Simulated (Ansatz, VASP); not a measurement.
La3AlN4: VASP beside Ansatz

Contents of INCAR:

```
SYSTEM = La3AlN4
ALGO     = Normal         ! electronic algorithm
EDIFF    = 1E-6           ! SCF threshold, eV
ENCUT    = 520            ! plane-wave cutoff, eV
GGA      = PE             ! functional
ISIF     = 2              ! what is computed and relaxed
ISMEAR   = -1             ! smearing method
LASPH    = .TRUE.         ! aspherical terms in the spheres
LCHARG   = .TRUE.         ! write CHGCAR
LELF     = .TRUE.         ! ELF
LREAL    = .FALSE.        ! projectors in reciprocal space
LVHAR    = .TRUE.       
LWAVE    = .FALSE.        ! write WAVECAR
NBANDS   = 38             ! bands
NELM     = 100            ! most SCF steps
PREC     = Accurate       ! precision mode
SIGMA    = 0.02           ! smearing width, eV
```

KPOINTS

```
k-points
0
G
  8 8 4
  0 0 0
```

File POSCAR:

```
La3AlN4
1.0
    6.4493460172     -1.8897835344      0.1875200864
    6.4493460172      1.8897835344      0.1875200864
   -2.6732400157      0.0000000000      5.8472775144
Al La N
1 3 4
Direct
    0.9851144198      0.9851144198      0.3150667134
    0.2872663316      0.2872663316      0.9927847489
    0.5125176938      0.5125176938      0.7812144417
    0.7196966747      0.7196966747      0.4648129853
    0.8269702729      0.8269702729      0.2192235907
    0.0811527469      0.0811527469      0.6254659933
    0.3261559978      0.3261559978      0.6608564343
    0.5111258623      0.5111258623      0.1905750925
```

Input for Ansatz:

```yaml
crystal:
  lattice:
    - [6.4493460172, -1.8897835344, 0.1875200864]
    - [6.4493460172, 1.8897835344, 0.1875200864]
    - [-2.6732400157, 0.0, 5.8472775144]
  atoms:
    - { symbol: Al, position: [0.9851144198, 0.9851144198, 0.3150667134] }
    - { symbol: La, position: [0.2872663316, 0.2872663316, 0.9927847489] }
    - { symbol: "N", position: [0.8269702729, 0.8269702729, 0.2192235907] }
    - { symbol: "N", position: [0.0811527469, 0.0811527469, 0.6254659933] }
    - { symbol: La, position: [0.5125176938, 0.5125176938, 0.7812144417] }
    - { symbol: La, position: [0.7196966747, 0.7196966747, 0.4648129853] }
    - { symbol: "N", position: [0.3261559978, 0.3261559978, 0.6608564343] }
    - { symbol: "N", position: [0.5111258623, 0.5111258623, 0.1905750925] }
kpoints:
  mp_grid: { grid: [8, 8, 4] }
  band_path:
    path:
      - [[0.0, 0.0, 0.0], [-0.2752751070213, 0.2752751070213, -6.128891933398e-18]]
      - [[0.2752751070213, 0.7247248929787, -9.526925850447e-17], [0.5, 0.5, -9.526925850447e-17], [0.0, 0.0, 0.0], [0.5, 0.5, -0.5], [0.2555326540997, 0.7444673459003, -0.5]]
      - [[-0.2555326540997, 0.2555326540997, -0.5], [1.048182279214e-19, 1.048182279214e-19, -0.5], [0.0, 0.0, 0.0]]
      - [[6.576652945166e-18, 0.5, -0.5], [0.0, 0.0, 0.0], [-8.575015894913e-18, 0.5, -4.763462925224e-17]]
    npoints: 10
hamiltonian:
  xc: pbe
scf:
  occupations: { method: fermi_dirac, width: 0.02 }
  n_extra_bands: 6
output:
  forces: true
  stress: true
  eigenvalues: true
```

Alike in both runs: task single point; functional PBE; k mesh 8 × 8 × 4; occupations fermi-dirac, width 0.02 eV; no spin polarisation.

|  | VASP | Ansatz |
| --- | --- | --- |
| version | VASP 6.6.1 | Ansatz 0.2.0 |
| potentials or method | VASP PAW PBE potentials, release 64 (Al, La, N) | plane waves, PAW |
| plane-wave cutoff (eV) | 520 | 420 |
| valence electrons in the cell | 56 | 56 |

```tsv
	VASP	Ansatz	Ansatz less VASP
pressure (GPa)	0.9	1.1	+0.17
rms of the force components (eV/Å)	0.070	0.067	-0.0024
```

Neither program's run includes spin-orbit coupling.
